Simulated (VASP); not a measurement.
A run of VASP 6.6.1 is set up as follows.

File INCAR:

```
PREC = Accurate
ENCUT = 520
EDIFF = 1E-6
ISMEAR = 0
SIGMA = 0.02
LREAL = False
LASPH = True
NELM = 150
ALGO = Normal
ISIF = 2
LWAVE = False
LCHARG = False
LMAXMIX = 4
LDAU = True
LDAUTYPE = 2
LDAUL = -1 2 -1
LDAUU = 0 4 0
LDAUJ = 0 0 0
LDAUPRINT = 1
GGA = PE
NBANDS = 28
```

Contents of KPOINTS:

```
regular mesh
0
Gamma
  8 8 8
```

Contents of POSCAR:

```
BaTiO3
1.0
    4.0148827932      0.0000000000      0.0000000000
    0.0000000000      4.0148827932      0.0000000000
    0.0000000000      0.0000000000      4.1653628576
Ba Ti O
1 1 3
Direct
    0.5000000000      0.5000000000      0.5878190418
    0.0000000000      0.0000000000      0.1025579114
    0.0000000000      0.5000000000      0.0621182352
    0.5000000000      0.0000000000      0.0621182352
    0.0000000000      0.0000000000      0.5453835664
```

Potentials or basis: VASP PAW PBE potentials, release 64 (Ba_sv, Ti_sv, O).

Launch:

```sh
$ cat potpaw_PBE.64/Ba_sv/POTCAR potpaw_PBE.64/Ti_sv/POTCAR potpaw_PBE.64/O/POTCAR > POTCAR
$ mpirun -np 1 vasp_std > vasp.out
```

(1) What does it give for the largest force?

(2) Estimate the band gap on the k mesh.

(3) Estimate the pressure.

Results:

(1) 0.610 eV/Å.

(2) 2.23 eV, indirect (least direct gap 2.74 eV).

(3) 2.4 GPa.

Caveat: spin-orbit coupling is left out, which moves the levels of the heavy elements.
